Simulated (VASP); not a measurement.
Write the native input for VASP 6.6.1 that does the following.

```
Task                   : single point
Functional             : PBEsol
Potentials or basis    : VASP PAW PBE potentials, release 64 (Zn, Se)
Cutoff                 : 520 eV
k mesh                 : 6 × 6 × 4
Occupations            : fermi-dirac, width 0.02 eV
Spin                   : no spin polarisation
Dipole correction      : no
Further INCAR settings : ALGO = Normal; EDIFF = 1e-07; NBANDS = 26
```

The structure of ZnSe lies in POSCAR:

```
ZnSe
1.0
    4.1077020000     -0.0136923400      0.0000000000
   -0.0136923400      4.1077020000      0.0000000000
    0.0000000000      0.0000000000      6.0703500000
Zn Se
2 2
Direct
    0.0000000000      0.0000000000      0.0000000000
    0.5000000000      0.5000000000      0.0000000000
    0.0000000000      0.5000000000      0.2462800000
    0.5000000000      0.0000000000      0.7537200000
```

One way to write it, as run:

INCAR

```
PREC = Accurate
ENCUT = 520
EDIFF = 1E-7
ISMEAR = -1
SIGMA = 0.02
LREAL = False
LASPH = True
NELM = 60
ALGO = Normal
ISIF = 2
LWAVE = False
LCHARG = False
GGA = PS
NBANDS = 26
```

KPOINTS

```
Automatic mesh
0
Gamma
  6 6 4
```

Potentials or basis: VASP PAW PBE potentials, release 64 (Zn, Se).

Launch:

```bash
$ cat potpaw_PBE.64/Zn/POTCAR potpaw_PBE.64/Se/POTCAR > POTCAR
$ mpirun -np 1 vasp_std > vasp.out
```

Results of the run:

```
Pressure               : -2.6 GPa
Largest force          : 0.353 eV/Å
Band gap on the k mesh : 1.84 eV, direct
```

Caveat: the PAW data sets were made with another functional, which shifts forces and pressure a little.

Run time: 91 s on 1 thread of AMD EPYC 9R45 (Zen 5), on a shared host, peak memory 0.22 GiB.
